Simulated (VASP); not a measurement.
# SiSe (F-43m) in VASP: relaxation of cell and atoms with r2SCAN

Aim: the relaxation of cell and atoms of SiSe with r2SCAN.

Everything below comes from runs of VASP 6.6.1. Logs are shortened: lines on timing, memory, paths and dates and some standing lists are left out, and cuts for length are marked.

## Step 1: The cell of the first run

Symmetry: F-43m, No. 216, cubic system. Conventional cell: a = 6.124 Å, b = 6.124 Å, c = 6.124 Å, α = 90.00°, β = 90.00°, γ = 90.00°. Si (site symmetry -43m) has 4 Se at 2.65 Å within 3.5 Å. Within 3.5 Å of Se (site symmetry -43m) lie 4 Si at 2.65 Å.

## Step 2: Relaxation of cell and atoms, r2SCAN

The input, POSCAR:

```
SiSe
1.0
    0.0000000000      3.0618180026      3.0618180026
    3.0618180026      0.0000000000      3.0618180026
    3.0618180026      3.0618180026      0.0000000000
Si Se
1 1
Direct
    0.0000000000      0.0000000000      0.0000000000
    0.2500000000      0.2500000000      0.2500000000
```

The input, INCAR.step1:

```
ALGO = Normal
EDIFF = 1E-4
ENCUT = 600
GGA = PE
ISMEAR = 0
LASPH = True
LCHARG = False
LREAL = False
LWAVE = True
NELM = 100
PREC = Accurate
SIGMA = 0.1
```

The input, INCAR.step2:

```
ALGO = Normal
EDIFF = 1E-6
EDIFFG = -0.01
ENCUT = 600
IBRION = 2
ISIF = 3
ISMEAR = 0
ISTART = 1
LASPH = True
LCHARG = False
LMIXTAU = True
LREAL = False
LWAVE = False
METAGGA = R2SCAN
NELM = 100
NSW = 100
PREC = Accurate
SIGMA = 0.1
```

The input, KPOINTS:

```
k-points
0
Gamma
  16 16 16
```

Potentials or basis: VASP PAW PBE potentials, release 64 (Si, Se).

Launch:

```
$ cat potpaw_PBE.64/Si/POTCAR potpaw_PBE.64/Se/POTCAR > POTCAR
$ cp INCAR.step1 INCAR
$ mpirun -np 1 vasp_std > vasp.out
$ cp INCAR.step2 INCAR
$ mpirun -np 1 vasp_std > vasp.out
```

OUTCAR:

```text
EDIFF = 1E-6
   EDIFFG = -0.01
   ENCUT = 600
   IBRION = 2
   ISIF = 3
   ISMEAR = 0
   ISTART = 1
   LASPH = True
   LREAL = False
   METAGGA = R2SCAN
   NELM = 100
   NSW = 100
   PREC = Accurate

 ion  position               nearest neighbor table
   1  0.000  0.000  0.000-   2 2.65   2 2.65   2 2.65   2 2.65
   2  0.250  0.250  0.250-   1 2.65   1 2.65   1 2.65   1 2.65

  LATTYP: Found a face centered cubic cell.
 ALAT       =     6.1236360052

  Lattice vectors:

 A1 = (   0.0000000000,   3.0618180026,   3.0618180026)
 A2 = (   3.0618180026,   0.0000000000,   3.0618180026)
 A3 = (   3.0618180026,   3.0618180026,   0.0000000000)

Analysis of symmetry for initial positions (statically):
=====================================================================
 Subroutine PRICEL returns:
 Original cell was already a primitive cell.

 Routine SETGRP: Setting up the symmetry group for a
 face centered cubic supercell.

 Subroutine GETGRP returns: Found 24 space group operations
 (whereof 24 operations were pure point group operations)
 out of a pool of 48 trial point group operations.

The static configuration has the point symmetry T_d .

Analysis of symmetry for dynamics (positions and initial velocities):
=====================================================================
 Subroutine PRICEL returns:
 Original cell was already a primitive cell.

 Routine SETGRP: Setting up the symmetry group for a
 face centered cubic supercell.

 Subroutine GETGRP returns: Found 24 space group operations
 (whereof 24 operations were pure point group operations)
 out of a pool of 48 trial point group operations.

The dynamic configuration has the point symmetry T_d .

 Subroutine INISYM returns: Found 24 space group operations
 (whereof 24 operations are pure point group operations),
 and found     1 'primitive' translations

----------------------------------------------------------------------------------------

                                     Primitive cell

  volume of cell :      57.4074

  direct lattice vectors                    reciprocal lattice vectors
     0.000000000  3.061818003  3.061818003    -0.163301672  0.163301672  0.163301672
     3.061818003  0.000000000  3.061818003     0.163301672 -0.163301672  0.163301672
     3.061818003  3.061818003  0.000000000     0.163301672  0.163301672 -0.163301672

  length of vectors
[... 141 lines left out ...]
  external PRESSURE =      -2.7200460 kB  Pullay stress =       0.0000000 kB

 VOLUME and BASIS-vectors are now :
 -----------------------------------------------------------------------------
  energy-cutoff  :      600.00
  volume of cell :       57.41
      direct lattice vectors                 reciprocal lattice vectors
     0.000000000  3.061818003  3.061818003    -0.163301672  0.163301672  0.163301672
     3.061818003  0.000000000  3.061818003     0.163301672 -0.163301672  0.163301672
     3.061818003  3.061818003  0.000000000     0.163301672  0.163301672 -0.163301672

 POSITION                                       TOTAL-FORCE (eV/Angst)
 -----------------------------------------------------------------------------------
      0.00000      0.00000      0.00000        -0.000000     -0.000000     -0.000000
      1.53091      1.53091      1.53091         0.000000      0.000000      0.000000
 -----------------------------------------------------------------------------------
    total drift:                                0.000001      0.000001      0.000001

  FREE ENERGIE OF THE ION-ELECTRON SYSTEM (eV)
  ---------------------------------------------------
  free  energy   TOTEN  =       -22.0210026877 eV

  energy  without entropy=      -22.0178518058  energy(sigma->0) =      -22.01942725

--------------------------------------- Ionic step        2  -------------------------------------------

 number of electron       9.9999999 magnetization

 Free energy of the ion-electron system (eV)
  ---------------------------------------------------
  ext. energy  EPLUGINS =         0.00000000
  ---------------------------------------------------
  free energy    TOTEN  =       -22.02139922 eV

  energy without entropy =      -22.01814102  energy(sigma->0) =      -22.01977012

 E-fermi :   3.3651     XC(G=0):  -8.7855

 val. band max:        3.2892278817   @ k =  -0.3125   0.4375   0.1250
 cond. band min:       3.3957639523   @ k =   0.2500   0.2500   0.0000
 fundamental gap:      0.1065360706
 Fermi energy:         3.3651070470

 k-point     1 :       0.0000    0.0000    0.0000
  band No.  band energies     occupation
      1     -11.8125      2.00000
      2      -1.4729      2.00000
      3       0.1557      2.00000
      4       0.1557      2.00000
      5       0.1557      2.00000
      6       4.2963      0.00000
      7       4.2963      0.00000
      8       4.2963      0.00000
      9       8.9763      0.00000
[... 265 lines left out ...]
 k-point    24 :      -0.0625    0.0625    0.0000
  band No.  band energies     occupation
      1     -11.7499      2.00000
      2      -2.1369      2.00000
      3      -0.0325      2.00000
      4       0.1169      2.00000
      5       0.6864      2.00000
      6       4.3103      0.00000
      7       4.3808      0.00000
      8       4.5950      0.00000
      9       9.3942      0.00000

 [... further k-points ...]
[... 5 lines left out ...]
  --------------------------------------------------------------------------------------
  -------------------------------------------------------------------------------------
  Total       -0.0167607     -0.0167607     -0.0167607      0.0000000      0.0000000      0.0000000
  in kB       -0.4710864     -0.4710864     -0.4710864      0.0000000      0.0000000      0.0000000
  external PRESSURE =      -0.4710864 kB  Pullay stress =       0.0000000 kB

 VOLUME and BASIS-vectors are now :
 -----------------------------------------------------------------------------
  energy-cutoff  :      600.00
  volume of cell :       57.00
      direct lattice vectors                 reciprocal lattice vectors
    -0.000000000  3.054619961  3.054619961    -0.163686484  0.163686484  0.163686484
     3.054619961 -0.000000000  3.054619961     0.163686484 -0.163686484  0.163686484
     3.054619961  3.054619961  0.000000000     0.163686484  0.163686484 -0.163686484

 POSITION                                       TOTAL-FORCE (eV/Angst)
 -----------------------------------------------------------------------------------
      6.10924      6.10924      6.10924         0.000000     -0.000000      0.000000
      1.52731      1.52731      1.52731        -0.000000      0.000000     -0.000000
 -----------------------------------------------------------------------------------
    total drift:                                0.000001      0.000001      0.000001

  FREE ENERGIE OF THE ION-ELECTRON SYSTEM (eV)
  ---------------------------------------------------
  free  energy   TOTEN  =       -22.0213992168 eV

  energy  without entropy=      -22.0181410197  energy(sigma->0) =      -22.01977012

 reached required accuracy - stopping structural energy minimisation
```

OUTCAR.step1:

```text
EDIFF = 1E-4
   ENCUT = 600
   GGA = PE
   ISMEAR = 0
   LASPH = True
[... 510 lines left out ...]
 -----------------------------------------------------------------------------------
      0.00000      0.00000      0.00000         0.000000      0.000000      0.000000
      1.53091      1.53091      1.53091        -0.000000     -0.000000     -0.000000
 -----------------------------------------------------------------------------------
    total drift:                                0.000000      0.000000      0.000000

  FREE ENERGIE OF THE ION-ELECTRON SYSTEM (eV)
  ---------------------------------------------------
  free  energy   TOTEN  =        -8.1247790214 eV

  energy  without entropy=       -8.1211338754  energy(sigma->0) =       -8.12295645
```

Run time: 8.8 min. Hardware: 1 thread of Intel Xeon 8259CL, shared host; peak memory 0.31 GiB.

Results:

- Free energy: -22.0214 eV
- Relaxed volume: 28.50 Å³/atom
- Relaxed cell: a = 4.320 Å, b = 4.320 Å, c = 4.320 Å, α = 60.00°, β = 60.00°, γ = 60.00°
- Space group after relaxing (to 0.1 Å): F-43m (No. 216)
- Energy gained by relaxing: 0.2 meV/atom
- Ionic steps: 2
- Pressure after relaxing: 0.0 GPa
- Band gap on the k mesh: zero (bands 5 and 6 overlap by 0.92 eV)

Step by step:
```tsv
step	energy change (eV)	largest force (eV/Å)	pressure (GPa)	volume (Å³)
1	0.0000	0.0000	-0.27	57.41
2	-0.0004	0.0000	-0.05	57.00
```

Final structure:
```cif
data_structure
_symmetry_space_group_name_H-M 'P 1'
_symmetry_Int_Tables_number 1
_cell_length_a 4.3199
_cell_length_b 4.3199
_cell_length_c 4.3199
_cell_angle_alpha 60.000
_cell_angle_beta 60.000
_cell_angle_gamma 60.000
_cell_volume 57.00
loop_
_atom_site_label
_atom_site_type_symbol
_atom_site_fract_x
_atom_site_fract_y
_atom_site_fract_z
_atom_site_occupancy
Si1 Si 0.00000 0.00000 0.00000 1
Se1 Se 0.25000 0.25000 0.25000 1
```

Caveat: the PAW data sets were made with another functional, which shifts forces and pressure a little.
